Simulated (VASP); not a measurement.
# Li (P6_3/mmc) in VASP: notebook, part 2 of 2

VASP 6.6.1. Earlier steps stand in the parts before.

### 5 Relaxation of cell and atoms, PBEsol, target pressure 60 GPa, at which the enthalpy is minimised

INCAR reads:

```
SYSTEM = Li
PREC = Accurate
ENCUT = 600
EDIFF = 1E-6
ISMEAR = -1
SIGMA = 0.1
LREAL = .False.
LASPH = .True.
NELM = 100
ALGO = Normal
ISIF = 3
LWAVE = .False.
LCHARG = .False.
GGA = PS
IBRION = 2
NSW = 80
EDIFFG = -0.02
PSTRESS = 600.0
```

KPOINTS reads:

```
Automatic mesh
0
Gamma
  16 16 9
  0 0 0
```

POSCAR reads:

```
Li
1.0
    3.1300000000      0.0000000000      0.0000000000
   -1.5650000000      2.7106595138      0.0000000000
    0.0000000000      0.0000000000      5.1112900000
Li
2
Direct
    0.3333333333      0.6666666667      0.2500000000
    0.6666666667      0.3333333333      0.7500000000
```

Potentials or basis: VASP PAW PBE potentials, release 64 (Li_sv).

Command:

```console
$ cat potpaw_PBE.64/Li_sv/POTCAR > POTCAR
$ mpirun -np 1 vasp_std > vasp.out
```

OUTCAR:

```text
SYSTEM = Li
   PREC = Accurate
   ENCUT = 600
   EDIFF = 1E-6
   ISMEAR = -1
   LREAL = .False.
   LASPH = .True.
   NELM = 100
   ISIF = 3
   GGA = PS
   IBRION = 2
   NSW = 80
   EDIFFG = -0.02
   PSTRESS = 600.0

 ion  position               nearest neighbor table
   1  0.333  0.667  0.250-
   2  0.667  0.333  0.750-

  LATTYP: Found a hexagonal cell.
 ALAT       =     3.1300000000
 C/A-ratio  =     1.6330000000

  Lattice vectors:

 A1 = (   3.1300000000,   0.0000000000,   0.0000000000)
 A2 = (  -1.5650000000,   2.7106595138,   0.0000000000)
 A3 = (   0.0000000000,   0.0000000000,   5.1112900000)

Analysis of symmetry for initial positions (statically):
=====================================================================
 Subroutine PRICEL returns:
 Original cell was already a primitive cell.

 Routine SETGRP: Setting up the symmetry group for a
 hexagonal supercell.

 Subroutine GETGRP returns: Found 24 space group operations
 (whereof 12 operations were pure point group operations)
 out of a pool of 24 trial point group operations.

The static configuration has the point symmetry D_3d.
 The point group associated with its full space group is D_6h.

Analysis of symmetry for dynamics (positions and initial velocities):
=====================================================================
 Subroutine PRICEL returns:
 Original cell was already a primitive cell.

 Routine SETGRP: Setting up the symmetry group for a
 hexagonal supercell.

 Subroutine GETGRP returns: Found 24 space group operations
 (whereof 12 operations were pure point group operations)
 out of a pool of 24 trial point group operations.

The dynamic configuration has the point symmetry D_3d.
 The point group associated with its full space group is D_6h.

 Subroutine INISYM returns: Found 24 space group operations
 (whereof 12 operations are pure point group operations),
[... 80 lines left out ...]
   total plane-waves  NPLWV =  32928
   dimension x,y,z NGX =    28 NGY =   28 NGZ =   42
   dimension x,y,z NGXF=    56 NGYF=   56 NGZF=   84
   ions per type =               2
   NGX,Y,Z   is equivalent  to a cutoff of  14.87, 14.87, 13.66 a.u.
   NGXF,Y,Z  is equivalent  to a cutoff of  29.74, 29.74, 27.32 a.u.
 SYSTEM =  Li
   PREC   = accura    normal or accurate (medium, high low for compatibility)
   ISTART =      0    job   : 0-new  1-cont  2-samecut
   ICHARG =      2    charge: 1-file 2-atom 10-const
   ISPIN  =      1    spin polarized calculation?
   LNONCOLLINEAR =      F non collinear calculations
   LSORBIT =      F    spin-orbit coupling
   LASPH  =      T    aspherical Exc in radial PAW
   ENCUT  =  600.0 eV  44.10 Ry    6.64 a.u.   6.25  6.25 10.21*2*pi/ulx,y,z
   NELM   =    100;   NELMIN=  2; NELMDL= -5     # of ELM steps
   EDIFF  = 0.1E-05   stopping-criterion for ELM
   LREAL  =      F    real-space projection
   EDIFFG = -.2E-01   stopping-criterion for IOM
   NSW    =     80    number of steps for IOM
   IBRION =      2    ionic relax: 0-MD 1-quasi-New 2-CG
   NFREE  =      1    steps in history (QN), initial steepest desc. (CG)
   ISIF   =      3    stress and relaxation
   ISYM   =      2    0-nonsym 1-usesym 2-fastsym
   POTIM  = 0.5000    time-step for ionic-motion
   TEBEG  =    0.0;   TEEND  =   0.0 temperature during run
   PSTRESS=  600.0 pullay stress
   NELECT =       6.0000    total number of electrons
   NUPDOWN=      -1.0000    fix difference up-down
   EMIN   =  10.00;   EMAX   =-10.00  energy-range for DOS
   EFERMI =   0.00;   METHOD = LEGACY
   ISMEAR =    -1;   SIGMA  =   0.10  broadening in eV -4-tet -1-fermi 0-gaus
   EFERMI_NEDOS =   21; number of points for ismear=-14 and -15
   IALGO  =     38    algorithm
   IMIX   =      4    mixing-type and parameters
     AMIX     =   0.40;   BMIX     =  1.00
     AMIX_MAG =   1.60;   BMIX_MAG =  1.00
  volume/ion in A,a.u.               =      21.68       146.32
  Fermi-wavevector in a.u.,A,eV,Ry     =   0.846724  1.600077  9.754586  0.716942
  Thomas-Fermi vector in A             =   1.962117
   LORBIT       =      0    0 simple, 1 ext, 2 COOP (PROOUT), +10 PAW based schemes
   GGA     = PS    functional components
   LHFCALC =     F    Hartree Fock is set to
   AEXX    =    0.0000 exact exchange contribution
   IVDW    =     0    specifies the selected vdW correction
   LEPSILON=     F    determine dielectric tensor
   LRPA    =     F    only Hartree local field effects (RPA)
 conjugate gradient relaxation of ions
 non-spin polarized calculation
  energy-cutoff  :      600.00
  volume of cell :       43.37
 maximum number of plane-waves:      1469
 NGX is ok and might be reduce to    28
   NGX = 13   NGY = 13   NGZ = 21

--------------------------------------- Ionic step        1  -------------------------------------------

 number of electron       5.9999999 magnetization

 Free energy of the ion-electron system (eV)
  ---------------------------------------------------
  ext. energy  EPLUGINS =         0.00000000
  ---------------------------------------------------
  free energy    TOTEN  =        -3.94532554 eV

  energy without entropy =       -3.91462942  energy(sigma->0) =       -3.92997748

 E-fermi :   0.4422     XC(G=0):  -6.8558

 val. band max:        0.4414024706   @ k =   0.3750   0.0000   0.4444
 cond. band min:       0.4489105475   @ k =   0.4375   0.0625   0.2222
 fundamental gap:      0.0075080769
 Fermi energy:         0.4421912630
[... 716 lines left out ...]
--------------------------------------- Ionic step        7  -------------------------------------------

 number of electron       6.0000001 magnetization

 Free energy of the ion-electron system (eV)
  ---------------------------------------------------
  ext. energy  EPLUGINS =         0.00000000
  ---------------------------------------------------
  free energy    TOTEN  =        -1.69502802 eV

  energy without entropy =       -1.67206627  energy(sigma->0) =       -1.68354715

 E-fermi :   4.5147     XC(G=0):  -9.7381

 val. band max:        4.4877150214   @ k =   0.2500   0.0625   0.3333
 cond. band min:       4.5193975735   @ k =   0.1250   0.1250   0.2222
 fundamental gap:      0.0316825520
 Fermi energy:         4.5147071315
[... 273 lines left out ...]
  energy  without entropy=       -1.6720662716  energy(sigma->0) =       -1.68354715

  enthalpy is  TOTEN    =         4.2746817889 eV   P V=        5.9697098116

 reached required accuracy - stopping structural energy minimisation
```

OSZICAR:

```text
N       E                     dE             d eps       ncg     rms          rms(c)
DAV:   1     0.665789412484E+01    0.66579E+01   -0.36415E+03  2100   0.861E+02
DAV:   2    -0.190899665996E+01   -0.85669E+01   -0.84199E+01  2884   0.674E+01
DAV:   3    -0.384097033577E+01   -0.19320E+01   -0.19277E+01  3283   0.406E+01
DAV:   4    -0.394972151876E+01   -0.10875E+00   -0.10860E+00  2905   0.788E+00
[... 59 lines left out ...]
DAV:   1    -0.169503166932E+01    0.11717E-01   -0.86299E-04  2240   0.342E-01    0.446E-02
DAV:   2    -0.169503440683E+01   -0.27375E-05   -0.13699E-04  2429   0.146E-01    0.322E-02
DAV:   3    -0.169503091536E+01    0.34915E-05   -0.35729E-05  2723   0.600E-02    0.186E-02
DAV:   4    -0.169502811388E+01    0.28015E-05   -0.66986E-06  2674   0.353E-02    0.162E-03
DAV:   5    -0.169502802277E+01    0.91113E-07   -0.35951E-07  1197   0.980E-03
   7 F= 0.42746818E+01 E0= 0.42861627E+01  d E =-.277820E-02
```

Wall time 6.9 min (1 thread of Intel Xeon 8259CL, shared host); peak memory 0.2 GiB.

Results:

```yaml
Free_energy: -1.6950 eV
Relaxed_volume: 7.97 Å³/atom
Relaxed_cell: a = 2.241 Å, b = 2.241 Å, c = 3.665 Å, α = 90.00°, β = 90.00°, γ = 120.00°
Space_group_after_relaxing_to_0.1_Å: P6_3/mmc (No. 194)
Energy_change_on_relaxing_the_run_minimises_the_enthalpy: +1125.2 meV/atom
Ionic_steps: 7
Pressure_after_relaxing: 60.0 GPa
Band_gap_on_the_k_mesh: zero (bands 3 and 4 overlap by 5.41 eV)
```

Step by step:
```
step  energy change (eV)  largest force (eV/Å)  pressure (GPa)  volume (Å³)
   1              0.0000                0.0000           -0.96        43.37
   2              7.0742                0.0000          221.75         9.46
   3              2.0687                0.0000           55.00        16.45
   4              2.2184                0.0000           59.07        16.03
   5              2.3615                0.0000           63.05        15.65
   6              2.2386                0.0000           59.64        15.97
   7              2.2503                0.0000           59.98        15.94
```

Final structure:
```cif
data_structure
_symmetry_space_group_name_H-M 'P 1'
_symmetry_Int_Tables_number 1
_cell_length_a 2.2410
_cell_length_b 2.2410
_cell_length_c 3.6652
_cell_angle_alpha 90.000
_cell_angle_beta 90.000
_cell_angle_gamma 120.000
_cell_volume 15.94
loop_
_atom_site_label
_atom_site_type_symbol
_atom_site_fract_x
_atom_site_fract_y
_atom_site_fract_z
_atom_site_occupancy
Li1 Li 0.33333 0.66667 0.25000 1
Li2 Li 0.66667 0.33333 0.75000 1
```

Caveat: the cutoff is under 1.25 times the usual one of these potentials, so pressure, stress and relaxed cells hold a basis-set (Pulay) error; the cell is relaxed towards a set pressure, so the run minimises the enthalpy, not the energy; the volume moved by over 15 % at a fixed basis, so the end points are rough; the PAW data sets were made with another functional, which shifts forces and pressure a little.

### 6 The runs side by side

```csv
cell,gap on the mesh (eV),pressure (GPa)
relaxed,none,-0.1
relaxed to 20 GPa,none,19.9
relaxed to 40 GPa,none,40.0
relaxed to 60 GPa,none,60.0
```

Alike in all rows: task relaxation of cell and atoms; level PBEsol; potentials or basis VASP PAW PBE potentials, release 64 (Li_sv); no spin polarisation; k mesh 16 × 16 × 9; cutoff (eV) 600; smearing fermi-dirac 0.1 eV.

Caveats: the cutoff is under 1.25 times the usual one of these potentials, so pressure, stress and relaxed cells hold a basis-set (Pulay) error; the PAW data sets were made with another functional, which shifts forces and pressure a little; the cell is relaxed towards a set pressure, so the run minimises the enthalpy, not the energy (at least some runs); the volume moved by over 15 % at a fixed basis, so the end points are rough (at least some runs).

Absolute energies hang on the potentials; compare differences alone.

The gap in the log of VASP goes by the Fermi energy; the results here count the filled bands.